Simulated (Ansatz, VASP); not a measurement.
One calculation of InSb, two programs

File INCAR:

```
  PREC = Accurate
  ENCUT = 520
  EDIFF = 1E-7
  ISMEAR = 0
  SIGMA = 0.15
  LREAL = False
  LASPH = True
  NELM = 60
  ALGO = Normal
  ISIF = 2
  LWAVE = False
  LCHARG = True
  GGA = PE
  LELF = True
  LVHAR = True
  NBANDS = 16
```

Contents of KPOINTS:

```
Automatic mesh
0
Gamma
  14 14 14
```

File POSCAR:

```
InSb
1.0
    0.0000000000      3.1441736391      2.7847945922
    3.1441736391      0.0000000000      2.7847945922
    3.1441736391      3.1441736391      0.0000000000
In Sb
1 1
Direct
    0.0000000000      0.0000000000      0.0000000000
    0.5000000000      0.5000000000      0.5000000000
```

Input for Ansatz:

```yaml
crystal:
  lattice:
    - [0.0, 3.1441736391, 2.7847945922]
    - [3.1441736391, 0.0, 2.7847945922]
    - [3.1441736391, 3.1441736391, 0.0]
  atoms:
    - { symbol: In, position: [0.0, 0.0, 0.0] }
    - { symbol: Sb, position: [0.5, 0.5, 0.5] }
basis:
  ecutwfc: 420
kpoints:
  mp_grid: { grid: [14, 14, 14] }
hamiltonian:
  xc: pbe
  pseudopotentials: { kind: paw, azcp: { folder: soft_1 } }
scf:
  occupations: { method: gaussian, width: 0.15 }
output:
  forces: true
  stress: true
  eigenvalues: true
```

Alike in both runs: task single point; functional PBE; k mesh 14 × 14 × 14; occupations gaussian, width 0.15 eV; no spin polarisation.

|  | VASP | Ansatz |
| --- | --- | --- |
| version | VASP 6.6.1 | Ansatz 0.2.0 |
| potentials or method | VASP PAW PBE potentials, release 64 (In_d, Sb), cutoff 520 eV | scalar-relativistic, plane waves, PAW |
| valence electrons in the cell | 18 | 28 |

|  | VASP | Ansatz | Ansatz less VASP |
| --- | --- | --- | --- |
| gap on the k mesh at the Fermi level (eV) | none | none | - |
| pressure (GPa) | 4.9 | 5.0 | +0.04 |
| traceless stress, the component that is largest in VASP (GPa) | 10.80 | 10.83 | +0.027 |

A gap of «none» marks a metal or a gap that the smearing closes. VASP's potentials hold 18 valence electrons a cell and Ansatz's 28, so a difference there can come from the potentials and not from the codes.

Spin-orbit coupling is off throughout.
